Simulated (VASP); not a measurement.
Crystal: Zr.

```
Zr
1.0
    -1.81000    1.81000    1.81000
     1.81000   -1.81000    1.81000
     1.81000    1.81000   -1.81000
Zr
1
Direct
  0.00000 0.00000 0.00000
```

This isn't the form of Zr at room conditions, which is hcp.

Base run:

- Program: VASP 6.6.1
- Functional: r2SCAN
- Potentials or basis: VASP PAW PBE potentials, release 64 (Zr_sv)
- Cutoff: 520 eV
- k mesh: 16 × 16 × 16
- Occupations: fermi-dirac, width 0.03 eV
- Spin: no spin polarisation

Its results: band gap on the k mesh zero (bands 6 and 7 overlap by 2.03 eV); pressure -2.7 GPa.

Q: After a change of settings the same cell gave: band gap on the k mesh zero (bands 6 and 7 overlap by 1.82 eV); pressure -6.7 GPa. Which change was it?
A. functional from r2SCAN to PBEsol
B. functional from r2SCAN to PBE
C. functional from r2SCAN to PBE; further incar settings from ALGO = Normal; EDIFF = 1e-08; NBANDS = 12 to ALGO = Normal; EDIFF = 1e-06; NBANDS = 12
D. functional from r2SCAN to LDA; potentials or basis from VASP PAW PBE potentials, release 64 (Zr_sv) to VASP PAW LDA potentials, release 64 (Zr_sv)

A: A.

Caveats: the PAW data sets were made with another functional, which shifts forces and pressure a little; the cell stands under tension (at least some runs).
